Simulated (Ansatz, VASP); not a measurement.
**Ca2Si: VASP beside Ansatz**

The input INCAR:

```
SYSTEM = Ca2Si
PREC = Accurate
ENCUT = 520
EDIFF = 1E-6
ISMEAR = 0
SIGMA = 0.05
LREAL = .False.
LASPH = .True.
NELM = 60
ALGO = Normal
ISIF = 2
LWAVE = .False.
LCHARG = .False.
NBANDS = 19
```

File KPOINTS:

```
Automatic mesh
0
Gamma
  8 8 8
  0 0 0
```

Contents of POSCAR:

```
Ca2Si
1.0
    0.0000000000      3.3791655132      3.7468467348
    3.3791655132      0.0000000000      3.7468467348
    3.3791655132      3.3791655132      0.0000000000
Ca Si
2 1
Direct
    0.7267257627      0.7267257627      0.7732742373
    0.2732742373      0.2732742373      0.2267257627
    0.0000000000      0.0000000000      0.0000000000
```

Input for Ansatz:

```yaml
crystal:
  lattice:
    - [0.0, 3.3791655132, 3.7468467348]
    - [3.3791655132, 0.0, 3.7468467348]
    - [3.3791655132, 3.3791655132, 0.0]
  atoms:
    - { symbol: Ca, position: [0.7267257627, 0.7267257627, 0.7732742373] }
    - { symbol: Ca, position: [0.2732742373, 0.2732742373, 0.2267257627] }
    - { symbol: Si, position: [0.0, 0.0, 0.0] }
basis:
  ecutwfc: 420
kpoints:
  mp_grid: { grid: [8, 8, 8] }
hamiltonian:
  xc: lda
  pseudopotentials: { kind: paw }
scf:
  occupations: { method: gaussian, width: 0.05 }
output:
  forces: true
  stress: true
  eigenvalues: true
```

Change from the starting cell: mode 6 frozen in at -0.163 Å, strain +e along z and -e/2 along x and y +0.0700.

Alike in both runs: task single point; functional LDA; k mesh 8 × 8 × 8; occupations gaussian, width 0.05 eV; no spin polarisation.

```csv
,VASP,Ansatz
version,VASP 6.6.1,Ansatz 0.2.0
potentials or method,"VASP PAW LDA potentials, release 64 (Ca_sv, Si), cutoff 520 eV","scalar-relativistic, plane waves, PAW"
valence electrons in the cell,24,24
```

VASP gave:

- gap on the k mesh at the Fermi level (eV): 0.04
- least direct gap on the mesh (eV): 0.12
- pressure (GPa): 0.6
- traceless stress, the component that is largest in VASP (GPa): -4.16
- rms of the force components (eV/Å): 0.313

Which values does Ansatz return?

gap on the k mesh at the Fermi level (eV): 0.04; least direct gap on the mesh (eV): 0.13; pressure (GPa): 0.5; traceless stress, the component that is largest in VASP (GPa): -4.17; rms of the force components (eV/Å): 0.310.

LDA's correlation is that of Perdew and Zunger in VASP and of Perdew and Wang (1992) in Ansatz. Atom by atom the forces differ by 0.003 eV/Å (rms over components).
